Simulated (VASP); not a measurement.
# Si16O (a cell with a defect): single point with PBE

The system is Si16O (a cell with a defect).

```
CELL_PARAMETERS angstrom
0.00000 0.00000 6.36502
7.70256 0.00000 0.00000
-3.85128 6.67061 0.00000
ATOMIC_POSITIONS crystal
Si 0.06574 0.15936 0.31872
Si 0.06574 0.15936 0.84064
Si 0.06548 0.66667 0.33333
Si 0.06574 0.68128 0.84064
Si 0.56635 0.34023 0.17012
Si 0.56591 0.33333 0.66667
Si 0.56635 0.82988 0.17012
Si 0.56635 0.82988 0.65977
Si 0.43426 0.15936 0.31872
Si 0.43426 0.15936 0.84064
Si 0.43452 0.66667 0.33333
Si 0.43426 0.68128 0.84064
Si 0.93365 0.34023 0.17012
Si 0.93409 0.33333 0.66667
Si 0.93365 0.82988 0.17012
Si 0.93365 0.82988 0.65977
O 0.25000 0.00000 0.00000
```

This cell differs from its parent crystal: with an interstitial atom, then relaxed in part.

| Quantity | Value |
| --- | --- |
| Program | VASP 6.6.1 |
| Task | single point |
| Functional | PBE |
| Potentials or basis | VASP PAW PBE potentials, release 64 (Si, O) |
| Cutoff | 520 eV |
| k mesh | 5 × 4 × 4 |
| Occupations | gaussian, width 0.02 eV |
| Spin | collinear spin |
| Starting moments | [0.077, 0.077, 0.0, 0.077, 0.077, 0.0, 0.077, 0.077, 0.077, 0.077, 0.0, 0.077, 0.077, 0.0, 0.077, 0.077, 0.077] μB |
| Dipole correction | no |
| Charge | 1 |
| Further INCAR settings | LREAL = Auto; ALGO = Normal; EDIFF = 1e-06; NBANDS = 53; NELECT = 69.0 |

| Item | Value |
| --- | --- |
| Largest force | 0.006 eV/Å |
| Net moment | 0.00 μB per cell |
| Valence electrons inside the program's atomic spheres | Si 1.62, 1.68 (each value once); O 4.83 |

Forces in eV/Å, atoms in the order of the input:
```
Si   0.000  0.005  0.004
Si   0.004 -0.002  0.004
Si   0.000  0.000  0.004
Si  -0.004 -0.002  0.004
Si  -0.002 -0.001  0.004
Si   0.000  0.000  0.000
Si   0.002 -0.001  0.004
Si   0.000  0.003  0.004
Si   0.000  0.005 -0.004
Si   0.004 -0.002 -0.004
Si   0.000  0.000 -0.004
Si  -0.004 -0.002 -0.004
Si  -0.002 -0.001 -0.004
Si   0.000  0.000  0.000
Si   0.002 -0.001 -0.004
Si   0.000  0.003 -0.004
O    0.000  0.000  0.000
```

Levels at points of the mesh, in eV from the Fermi level:
Spin up:
| k point | band 32 | band 33 | band 34 | band 35 | band 36 | band 37 |
| --- | --- | --- | --- | --- | --- | --- |
| (0.00, 0.00, 0.00) | -0.27 | -0.27 | 0.33 | 0.99 | 0.99 | 1.45 |
| (0.00, 0.50, 0.00) | -0.26 | -0.22 | -0.10 | 0.07 | 0.30 | 2.01 |
Spin down:
```
           k point  band 32  band 33  band 34  band 35  band 36  band 37
(0.00, 0.00, 0.00)    -0.27    -0.27     0.33     0.99     0.99     1.45
(0.00, 0.50, 0.00)    -0.26    -0.22    -0.10     0.07     0.30     2.01
```

It took 7.9 min on 1 thread of Intel(R) Xeon(R) 6975P-C (Granite Rapids), on a shared host, peak memory 0.68 GiB.

Caveat: the cell carries a net charge on a neutralising background, which shifts energy and pressure; the cell differs from its parent crystal (with an interstitial atom, then relaxed in part); the cell is charged against a uniform background, so pressure and absolute levels hang on convention.
